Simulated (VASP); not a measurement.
A run of VASP 6.6.1 is set up as follows.

Contents of INCAR:

```
SYSTEM = As
ALGO = Normal ; EDIFF = 1E-6
ENCUT = 500 ; GGA = PE
GGA_COMPAT = .False. ; ISIF = 2
ISMEAR = -1 ; LASPH = .True.
LCHARG = .True. ; LELF = .True.
LREAL = .False. ; LVHAR = .True.
LWAVE = .False. ; NBANDS = 18
NELM = 120 ; PREC = Accurate
SIGMA = 0.1
```

KPOINTS

```
k-points
0
Gamma
  9 9 7
  0 0 0
```

Contents of POSCAR:

```
As
1.0
    1.8527304186     -5.7062613845      0.0000000000
    1.8527304186      5.7062613845      0.0000000000
    0.0000000000      0.0000000000      4.6691110013
As
4
Direct
    0.1059894032      0.8940105968      0.9312775131
    0.6059894032      0.3940105968      0.5687224869
    0.8940105968      0.1059894032      0.0687224869
    0.3940105968      0.6059894032      0.4312775131
```

Potentials or basis: VASP PAW PBE potentials, release 64 (As).

The run is started by

```bash
$ cat potpaw_PBE.64/As/POTCAR > POTCAR
$ mpirun -np 1 vasp_std > vasp.out
```

(1) Estimate the largest force.

(2) Estimate the pressure.

## Answers

(1) 0.050 eV/Å.

(2) 0.3 GPa.
